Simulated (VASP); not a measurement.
# BP (zinc blende) (F-43m) in VASP: a series of runs, part 3 of 3

VASP 6.6.1. Earlier steps stand in the parts before.

### 5 Single point, PBEsol (volume scaled by 0.72)

Input file INCAR:

```
SYSTEM = BP
ALGO = Normal ; EDIFF = 1E-6
ENCUT = 500 ; GGA = PS
GGA_COMPAT = .False. ; ISIF = 2
ISMEAR = 0 ; LASPH = .True.
LCHARG = .False. ; LREAL = .False.
LWAVE = .False. ; NBANDS = 11
NELM = 120 ; PREC = Accurate
SIGMA = 0.05
```

Input file KPOINTS:

```
k-points
0
Gamma
  12 12 12
  0 0 0
```

Input file POSCAR:

```
BP
1.0
    0.0000000000      2.0323170526      2.0323170526
    2.0323170526      0.0000000000      2.0323170526
    2.0323170526      2.0323170526      0.0000000000
B P
1 1
Direct
    0.0000000000      0.0000000000      0.0000000000
    0.2500000000      0.2500000000      0.2500000000
```

Potentials or basis: VASP PAW PBE potentials, release 64 (B, P).

The run is started by

```console
> cat potpaw_PBE.64/B/POTCAR potpaw_PBE.64/P/POTCAR > POTCAR
> mpirun -np 1 vasp_std > vasp.out
```

OUTCAR:

```text
SYSTEM = BP
   EDIFF = 1E-6
   ENCUT = 500
   GGA = PS
   ISIF = 2
   ISMEAR = 0
   LASPH = .True.
   LREAL = .False.
   NELM = 120
   PREC = Accurate

 ion  position               nearest neighbor table
   1  0.000  0.000  0.000-   2 1.76   2 1.76   2 1.76   2 1.76
   2  0.250  0.250  0.250-   1 1.76   1 1.76   1 1.76   1 1.76

  LATTYP: Found a face centered cubic cell.
 ALAT       =     4.0646341052

  Lattice vectors:

 A1 = (   0.0000000000,   2.0323170526,   2.0323170526)
 A2 = (   2.0323170526,   0.0000000000,   2.0323170526)
 A3 = (   2.0323170526,   2.0323170526,   0.0000000000)

Analysis of symmetry for initial positions (statically):
=====================================================================
 Subroutine PRICEL returns:
 Original cell was already a primitive cell.

 Routine SETGRP: Setting up the symmetry group for a
 face centered cubic supercell.

 Subroutine GETGRP returns: Found 24 space group operations
 (whereof 24 operations were pure point group operations)
 out of a pool of 48 trial point group operations.

The static configuration has the point symmetry T_d .

Analysis of symmetry for dynamics (positions and initial velocities):
=====================================================================
 Subroutine PRICEL returns:
 Original cell was already a primitive cell.

 Routine SETGRP: Setting up the symmetry group for a
 face centered cubic supercell.

 Subroutine GETGRP returns: Found 24 space group operations
 (whereof 24 operations were pure point group operations)
 out of a pool of 48 trial point group operations.

The dynamic configuration has the point symmetry T_d .

 Subroutine INISYM returns: Found 24 space group operations
 (whereof 24 operations are pure point group operations),
 and found     1 'primitive' translations

----------------------------------------------------------------------------------------

                                     Primitive cell

  volume of cell :      16.7882

[... 112 lines left out ...]
   LORBIT       =      0    0 simple, 1 ext, 2 COOP (PROOUT), +10 PAW based schemes
   GGA     = PS    functional components
   LHFCALC =     F    Hartree Fock is set to
   AEXX    =    0.0000 exact exchange contribution
   IVDW    =     0    specifies the selected vdW correction
   LEPSILON=     F    determine dielectric tensor
   LRPA    =     F    only Hartree local field effects (RPA)
 non-spin polarized calculation
 Gauss-broadening in eV      SIGMA  =   0.05
  energy-cutoff  :      500.00
  volume of cell :       16.79
 maximum number of plane-waves:       444
 NGX is ok and might be reduce to    24
   NGX = 11   NGY = 11   NGZ = 11

 number of electron       8.0000000 magnetization

 Free energy of the ion-electron system (eV)
  ---------------------------------------------------
  ext. energy  EPLUGINS =         0.00000000
  ---------------------------------------------------
  free energy    TOTEN  =       -12.17931838 eV

  energy without entropy =      -12.17931838  energy(sigma->0) =      -12.17931838

 E-fermi :  12.0635     XC(G=0): -12.4896

 val. band max:       11.7341499729   @ k =   0.0000   0.0000   0.0000
 cond. band min:      12.2565259056   @ k =   0.5000   0.5000   0.0000
 fundamental gap:      0.5223759327
 Fermi energy:        12.0634738217

 k-point     1 :       0.0000    0.0000    0.0000
  band No.  band energies     occupation
      1      -6.9697      2.00000
      2      11.7341      2.00000
      3      11.7341      2.00000
      4      11.7341      2.00000
      5      15.9103      0.00000
      6      15.9103      0.00000
      7      15.9103      0.00000
      8      24.2357      0.00000
      9      25.0254      0.00000
     10      25.0254      0.00000
     11      26.0864      0.00000
[... 309 lines left out ...]
 k-point    24 :      -0.4167    0.1667    0.0000
  band No.  band energies     occupation
      1      -1.8074      2.00000
      2       0.7509      2.00000
      3       6.9669      2.00000
      4       8.8362      2.00000
      5      15.3053      0.00000
      6      18.6080      0.00000
      7      20.1094      0.00000
      8      24.5573      0.00000
      9      26.0396      0.00000
     10      26.4218      0.00000
     11      30.8376      0.00000

 [... further k-points ...]
[... 5 lines left out ...]
  --------------------------------------------------------------------------------------
  -------------------------------------------------------------------------------------
  Total       10.1634808     10.1634808     10.1634808      0.0000000      0.0000000     -0.0000000
  in kB      969.9484923    969.9484923    969.9484923      0.0000000      0.0000000     -0.0000000
  external PRESSURE =     969.9484923 kB  Pullay stress =       0.0000000 kB

 VOLUME and BASIS-vectors are now :
 -----------------------------------------------------------------------------
  energy-cutoff  :      500.00
  volume of cell :       16.79
      direct lattice vectors                 reciprocal lattice vectors
     0.000000000  2.032317053  2.032317053    -0.246024605  0.246024605  0.246024605
     2.032317053  0.000000000  2.032317053     0.246024605 -0.246024605  0.246024605
     2.032317053  2.032317053  0.000000000     0.246024605  0.246024605 -0.246024605

 POSITION                                       TOTAL-FORCE (eV/Angst)
 -----------------------------------------------------------------------------------
      0.00000      0.00000      0.00000         0.000000     -0.000000      0.000000
      1.01616      1.01616      1.01616        -0.000000      0.000000     -0.000000
 -----------------------------------------------------------------------------------
    total drift:                               -0.000000     -0.000000     -0.000000

  FREE ENERGIE OF THE ION-ELECTRON SYSTEM (eV)
  ---------------------------------------------------
  free  energy   TOTEN  =       -12.1793183770 eV

  energy  without entropy=      -12.1793183770  energy(sigma->0) =      -12.17931838
```

OSZICAR:

```text
N       E                     dE             d eps       ncg     rms          rms(c)
DAV:   1     0.953772824393E+01    0.95377E+01   -0.43008E+03  1608   0.665E+02
DAV:   2    -0.132828694144E+02   -0.22821E+02   -0.21898E+02  2093   0.120E+02
DAV:   3    -0.137861121572E+02   -0.50324E+00   -0.50234E+00  1956   0.150E+01
DAV:   4    -0.137873521652E+02   -0.12400E-02   -0.12399E-02  1829   0.896E-01
DAV:   5    -0.137873557433E+02   -0.35781E-05   -0.35781E-05  1965   0.471E-02    0.112E+01
DAV:   6    -0.124353947742E+02    0.13520E+01   -0.22506E+00  1803   0.769E+00    0.597E+00
DAV:   7    -0.121898418530E+02    0.24555E+00   -0.71761E-01  1936   0.444E+00    0.166E+00
DAV:   8    -0.121791634398E+02    0.10678E-01   -0.36642E-02  1850   0.128E+00    0.248E-01
DAV:   9    -0.121792941519E+02   -0.13071E-03   -0.61553E-04  1800   0.189E-01    0.129E-01
DAV:  10    -0.121793161637E+02   -0.22012E-04   -0.79139E-05  1784   0.529E-02    0.231E-02
DAV:  11    -0.121793181720E+02   -0.20083E-05   -0.22484E-06  1909   0.104E-02    0.273E-02
DAV:  12    -0.121793183770E+02   -0.20502E-06   -0.64629E-07  1053   0.429E-03
   1 F= -.12179318E+02 E0= -.12179318E+02  d E =-.164311E-10
```

stdout:

```text
POSCAR found type information on POSCAR B P
 POSCAR found :  2 types and       2 ions
 scaLAPACK will be used
 -----------------------------------------------------------------------------
|                                                                             |
|                                                                             |
|     You enforced a specific xc type in the INCAR file but a different       |
|     I HOPE YOU KNOW WHAT YOU ARE DOING!                                     |
|                                                                             |
 -----------------------------------------------------------------------------

 LDA part: xc-table for (Slater+PW92), standard interpolation
 POSCAR, INCAR and KPOINTS ok, starting setup
 FFT: planning ... GRIDC
 FFT: planning ... GRID_SOFT
 FFT: planning ... GRID
 WAVECAR not read
 entering main loop
```

It took 16 s on 1 thread of Intel Xeon 8259CL, shared host; peak memory 0.13 GiB.

What came out:

* Free energy: -12.1793 eV
* Pressure: 97.0 GPa
* Band gap on the k mesh: 0.52 eV, indirect (least direct gap 4.17 eV)

Levels at points of the mesh, in eV from the valence-band top:
```csv
k point,band 2,band 3,band 4,band 5,band 6,band 7
"(0.00, 0.00, 0.00)",0.00,0.00,0.00,4.18,4.18,4.18
"(0.50, 0.00, 0.00)",-11.69,-2.08,-2.08,4.91,4.91,5.96
"(0.50, 0.50, 0.00)",-10.38,-5.34,-5.34,0.52,1.35,15.41
```

Caveat: the PAW data sets were made with another functional, which shifts forces and pressure a little. A k mesh can miss the band edges.

### 6 The runs side by side

| cell | gap on the mesh (eV) | pressure (GPa) |
| --- | --- | --- |
| a = 2.705 Å, angles 60.0°, 2 atoms | 0.16 | 210.4 |
| a = 2.763 Å, angles 60.0°, 2 atoms | 0.28 | 163.7 |
| a = 2.820 Å, angles 60.0°, 2 atoms | 0.40 | 126.6 |
| a = 2.874 Å, angles 60.0°, 2 atoms | 0.52 | 97.0 |

Alike in all rows: task single point; level PBEsol; potentials or basis VASP PAW PBE potentials, release 64 (B, P); no spin polarisation; k mesh 12 × 12 × 12; cutoff (eV) 500; smearing gaussian 0.05 eV.

Caveats: the PAW data sets were made with another functional, which shifts forces and pressure a little.

Total energies depend on the potentials used, so only differences within one code and one set of settings carry meaning.
